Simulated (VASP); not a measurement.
# Ti (Fm-3m) in VASP: a series of runs

Ti is run at these levels: revPBE; tasks: single point.

Program: VASP 6.6.1. These are calculated values, not measurements. Logs are shortened: lines on timing, memory, paths and dates and some standing lists are left out, and cuts for length are marked.

### 1 The cell of the first run

It takes space group Fm-3m (No. 225, cubic). Conventional cell: a = 4.089 Å, b = 4.089 Å, c = 4.089 Å, α = 90.00°, β = 90.00°, γ = 90.00°. Ti (site symmetry m-3m) has 12 Ti at 2.89 Å within 3.8 Å.

### 2 Single point, revPBE (volume scaled by 0.96)

Contents of INCAR:

```
ALGO     = Normal         # electronic algorithm
EDIFF    = 1E-7           # SCF threshold, eV
ENCUT    = 520            # plane-wave cutoff, eV
GGA      = RE             # functional
ISIF     = 2              # what is computed and relaxed
ISMEAR   = -1             # smearing method
LASPH    = T              # aspherical terms in the spheres
LCHARG   = F              # write CHGCAR
LREAL    = F              # projectors in reciprocal space
LWAVE    = F              # write WAVECAR
NBANDS   = 12             # bands
NELM     = 60             # most SCF steps
PREC     = Accurate       # precision mode
SIGMA    = 0.1            # smearing width, eV
```

Contents of KPOINTS:

```
k-points
0
Gamma
  15 15 15
```

Contents of POSCAR:

```
Ti
1.0
    0.0000000000      2.0447373486      2.0447373486
    2.0447373486      0.0000000000      2.0447373486
    2.0447373486      2.0447373486      0.0000000000
Ti
1
Direct
    0.0000000000      0.0000000000      0.0000000000
```

Potentials or basis: VASP PAW PBE potentials, release 64 (Ti_sv).

Run with:

```bash
$ cat potpaw_PBE.64/Ti_sv/POTCAR > POTCAR
$ mpirun -np 1 vasp_std > vasp.out
```

OUTCAR:

```text
EDIFF = 1E-7
   ENCUT = 520
   GGA = RE
   ISIF = 2
   ISMEAR = -1
   LASPH = T
   LREAL = F
   NELM = 60
   PREC = Accurate

 ion  position               nearest neighbor table
   1  0.000  0.000  0.000-

  LATTYP: Found a face centered cubic cell.
 ALAT       =     4.0894746972

  Lattice vectors:

 A1 = (   0.0000000000,   2.0447373486,   2.0447373486)
 A2 = (   2.0447373486,   0.0000000000,   2.0447373486)
 A3 = (   2.0447373486,   2.0447373486,   0.0000000000)

Analysis of symmetry for initial positions (statically):
=====================================================================
 Subroutine PRICEL returns:
 Original cell was already a primitive cell.

 Routine SETGRP: Setting up the symmetry group for a
 face centered cubic supercell.

 Subroutine GETGRP returns: Found 48 space group operations
 (whereof 48 operations were pure point group operations)
 out of a pool of 48 trial point group operations.

The static configuration has the point symmetry O_h .

Analysis of symmetry for dynamics (positions and initial velocities):
=====================================================================
 Subroutine PRICEL returns:
 Original cell was already a primitive cell.

 Routine SETGRP: Setting up the symmetry group for a
 face centered cubic supercell.

 Subroutine GETGRP returns: Found 48 space group operations
 (whereof 48 operations were pure point group operations)
 out of a pool of 48 trial point group operations.

The dynamic configuration has the point symmetry O_h .

 Subroutine INISYM returns: Found 48 space group operations
 (whereof 48 operations are pure point group operations),
 and found     1 'primitive' translations

----------------------------------------------------------------------------------------

                                     Primitive cell

  volume of cell :      17.0979

  direct lattice vectors                    reciprocal lattice vectors
     0.000000000  2.044737349  2.044737349    -0.244530184  0.244530184  0.244530184
     2.044737349  0.000000000  2.044737349     0.244530184 -0.244530184  0.244530184
     2.044737349  2.044737349  0.000000000     0.244530184  0.244530184 -0.244530184

  length of vectors
     2.891695290  2.891695290  2.891695290     0.423538703  0.423538703  0.423538703

  position of ions in fractional coordinates (direct lattice)
     0.000000000  0.000000000  0.000000000

  ion indices of the primitive-cell ions
   primitive index   ion index
                 1           1

[... 81 lines left out ...]
   PSTRESS=    0.0 pullay stress
   NELECT =      12.0000    total number of electrons
   NUPDOWN=      -1.0000    fix difference up-down
   EMIN   =  10.00;   EMAX   =-10.00  energy-range for DOS
   EFERMI =   0.00;   METHOD = LEGACY
   ISMEAR =    -1;   SIGMA  =   0.10  broadening in eV -4-tet -1-fermi 0-gaus
   EFERMI_NEDOS =   21; number of points for ismear=-14 and -15
   IALGO  =     38    algorithm
   IMIX   =      4    mixing-type and parameters
     AMIX     =   0.40;   BMIX     =  1.00
     AMIX_MAG =   1.60;   BMIX_MAG =  1.00
  volume/ion in A,a.u.               =      17.10       115.38
  Fermi-wavevector in a.u.,A,eV,Ry     =   1.454859  2.749286 28.798311  2.116616
  Thomas-Fermi vector in A             =   2.571961
   LORBIT       =      0    0 simple, 1 ext, 2 COOP (PROOUT), +10 PAW based schemes
   GGA     = RE    functional components
   LHFCALC =     F    Hartree Fock is set to
   AEXX    =    0.0000 exact exchange contribution
   IVDW    =     0    specifies the selected vdW correction
   LEPSILON=     F    determine dielectric tensor
   LRPA    =     F    only Hartree local field effects (RPA)
 non-spin polarized calculation
  energy-cutoff  :      520.00
  volume of cell :       17.10
 maximum number of plane-waves:       477
 NGX is ok and might be reduce to    24
   NGX = 11   NGY = 11   NGZ = 11

 number of electron      12.0000003 magnetization

 Free energy of the ion-electron system (eV)
  ---------------------------------------------------
  ext. energy  EPLUGINS =         0.00000000
  ---------------------------------------------------
  free energy    TOTEN  =        -7.48053015 eV

  energy without entropy =       -7.42532187  energy(sigma->0) =       -7.45292601

 E-fermi :   8.4731     XC(G=0): -11.4939

 val. band max:        8.4725776523   @ k =   0.4000   0.0667   0.0000
 cond. band min:       8.4818012959   @ k =   0.2667   0.0667   0.0000
 fundamental gap:      0.0092236435
 Fermi energy:         8.4730605242

 k-point     1 :       0.0000    0.0000    0.0000
  band No.  band energies     occupation
      1     -48.3092      2.00000
      2     -24.1021      2.00000
      3     -24.1021      2.00000
      4     -24.1021      2.00000
      5       2.3221      2.00000
      6       9.3661      0.00026
      7       9.3661      0.00026
      8       9.3661      0.00026
      9      11.0390      0.00000
     10      11.0390      0.00000
     11      23.7707      0.00000
     12      28.3527      0.00000
[... 331 lines left out ...]
 k-point    24 :       0.2000    0.1333    0.0000
  band No.  band energies     occupation
      1     -48.2640      2.00000
      2     -24.3014      2.00000
      3     -24.1637      2.00000
      4     -24.1582      2.00000
      5       3.5563      2.00000
      6       8.5632      0.57765
      7       9.8125      0.00000
      8       9.8787      0.00000
      9      10.3777      0.00000
     10      11.2918      0.00000
     11      24.2630      0.00000
     12      24.9981      0.00000

 [... further k-points ...]

------------------------ aborting loop because EDIFF is reached ----------------------------------------

  FORCE on cell =-STRESS in cart. coord.  units (eV):
  Direction    XX          YY          ZZ          XY          YZ          ZX
  --------------------------------------------------------------------------------------
  -------------------------------------------------------------------------------------
  Total        0.4463500      0.4463500      0.4463500      0.0000000      0.0000000      0.0000000
  in kB       41.8257348     41.8257348     41.8257348      0.0000000      0.0000000      0.0000000
  external PRESSURE =      41.8257348 kB  Pullay stress =       0.0000000 kB

 VOLUME and BASIS-vectors are now :
 -----------------------------------------------------------------------------
  energy-cutoff  :      520.00
  volume of cell :       17.10
      direct lattice vectors                 reciprocal lattice vectors
     0.000000000  2.044737349  2.044737349    -0.244530184  0.244530184  0.244530184
     2.044737349  0.000000000  2.044737349     0.244530184 -0.244530184  0.244530184
     2.044737349  2.044737349  0.000000000     0.244530184  0.244530184 -0.244530184

 POSITION                                       TOTAL-FORCE (eV/Angst)
 -----------------------------------------------------------------------------------
      0.00000      0.00000      0.00000         0.000000     -0.000000     -0.000000
 -----------------------------------------------------------------------------------
    total drift:                                0.000000     -0.000000     -0.000000

  FREE ENERGIE OF THE ION-ELECTRON SYSTEM (eV)
  ---------------------------------------------------
  free  energy   TOTEN  =        -7.4805301538 eV

  energy  without entropy=       -7.4253218724  energy(sigma->0) =       -7.45292601
```

OSZICAR:

```text
N       E                     dE             d eps       ncg     rms          rms(c)
DAV:   1     0.875484780893E+02    0.87548E+02   -0.66415E+03  2892   0.121E+03
DAV:   2    -0.398987380328E+01   -0.91538E+02   -0.89039E+02  2908   0.296E+02
DAV:   3    -0.832573832026E+01   -0.43359E+01   -0.42884E+01  4000   0.659E+01
DAV:   4    -0.842942198381E+01   -0.10368E+00   -0.10356E+00  3256   0.891E+00
DAV:   5    -0.843192264078E+01   -0.25007E-02   -0.25006E-02  3464   0.122E+00    0.830E+00
DAV:   6    -0.747952422359E+01    0.95240E+00   -0.19503E+00  3136   0.211E+01    0.222E+00
DAV:   7    -0.746877569975E+01    0.10749E-01   -0.10104E-01  3516   0.388E+00    0.129E+00
DAV:   8    -0.748019409300E+01   -0.11418E-01   -0.38432E-02  2988   0.243E+00    0.160E-01
DAV:   9    -0.748050163147E+01   -0.30754E-03   -0.45502E-03  3640   0.773E-01    0.904E-02
DAV:  10    -0.748055445684E+01   -0.52825E-04   -0.23186E-04  3036   0.180E-01    0.263E-02
DAV:  11    -0.748052965852E+01    0.24798E-04   -0.26528E-05  3468   0.628E-02    0.872E-03
DAV:  12    -0.748052955390E+01    0.10463E-06   -0.96787E-07  3184   0.124E-02    0.414E-03
DAV:  13    -0.748053021992E+01   -0.66603E-06   -0.89123E-07  3600   0.985E-03    0.183E-03
DAV:  14    -0.748053015376E+01    0.66164E-07   -0.37826E-08  1832   0.225E-03
   1 F= -.74805302E+01 E0= -.74529260E+01  d E =-.552083E-01
```

Run time: 17 s. Hardware: 1 thread of AMD EPYC 9R45 (Zen 5), shared host; peak memory 0.12 GiB.

What came out:

* Free energy: -7.4805 eV
* Pressure: 4.2 GPa
* Band gap on the k mesh: zero (band 6 reaches 9.37 eV, above the bottom of band 7 at 8.20 eV)

Levels at points of the mesh, in eV from the Fermi level:
| k point | band 2 | band 3 | band 4 | band 5 | band 6 | band 7 | band 8 | band 9 | band 10 | band 11 |
| --- | --- | --- | --- | --- | --- | --- | --- | --- | --- | --- |
| (0.00, 0.00, 0.00) | -32.58 | -32.58 | -32.58 | -6.15 | 0.89 | 0.89 | 0.89 | 2.57 | 2.57 | 15.30 |

Caveat: the cell differs from its parent crystal (volume scaled by 0.96); the PAW data sets were made with another functional, which shifts forces and pressure a little.

### 3 Single point, revPBE

This run uses another cell than the first one, of 17.81 Å³/atom, 1.042 times its volume.

Contents of INCAR:

```
  PREC = Accurate
  ENCUT = 520
  EDIFF = 1E-7
  ISMEAR = -1
  SIGMA = 0.1
  LREAL = F
  LASPH = T
  NELM = 80
  ALGO = Normal
  ISIF = 2
  LWAVE = F
  LCHARG = F
  GGA = RE
  NBANDS = 12
```

Contents of KPOINTS:

```
Automatic mesh
0
Gamma
  15 15 15
```

Contents of POSCAR:

```
Ti
1.0
    0.0000000000      2.0727509303      2.0727509303
    2.0727509303      0.0000000000      2.0727509303
    2.0727509303      2.0727509303      0.0000000000
Ti
1
Direct
    0.0000000000      0.0000000000      0.0000000000
```

Potentials or basis: VASP PAW PBE potentials, release 64 (Ti_sv).

Run with:

```bash
$ cat potpaw_PBE.64/Ti_sv/POTCAR > POTCAR
$ mpirun -np 1 vasp_std > vasp.out
```

Wall time 17 s (1 thread of AMD EPYC 9R45 (Zen 5), shared host); peak memory 0.12 GiB.

The run converged. Its results:

| Property | Result |
| --- | --- |
| Free energy | -7.4893 eV |
| Pressure | -0.2 GPa |
| Band gap on the k mesh | zero (band 6 reaches 8.91 eV, above the bottom of band 7 at 7.78 eV) |

Levels at points of the mesh, in eV from the Fermi level:
```csv
k point,band 4,band 5,band 6,band 7,band 8,band 9
"(0.00, 0.00, 0.00)",-32.69,-6.05,0.87,0.87,0.87,2.45
```

Caveat: the PAW data sets were made with another functional, which shifts forces and pressure a little.
